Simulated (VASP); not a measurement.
PbO:

```
CELL_PARAMETERS angstrom
0.00000 2.60652 2.60652
2.60652 0.00000 2.60652
2.60652 2.60652 0.00000
ATOMIC_POSITIONS crystal
Pb 0.00000 0.00000 0.00000
O 0.50000 0.50000 0.50000
```

Base run:

| Quantity | Value |
| --- | --- |
| Program | VASP 6.6.1 |
| Functional | PBE |
| Potentials or basis | VASP PAW PBE potentials, release 64 (Pb_d, O) |
| Cutoff | 520 eV |
| k mesh | 6 × 6 × 6 |
| Occupations | gaussian, width 0.01 eV |
| Spin | no spin polarisation |

Its results: band gap on the k mesh 0.55 eV, direct; pressure 2.5 GPa.

**Question.** The run is repeated on the same cell with these changes: functional from PBE to r2SCAN. What comes out?

**Answer.** Band gap on the k mesh 0.31 eV, direct; pressure 0.0 GPa.

Caveats: spin-orbit coupling is left out, which moves the levels of the heavy elements; the PAW data sets were made with another functional, which shifts forces and pressure a little (some runs).

A k mesh can miss the band edges.
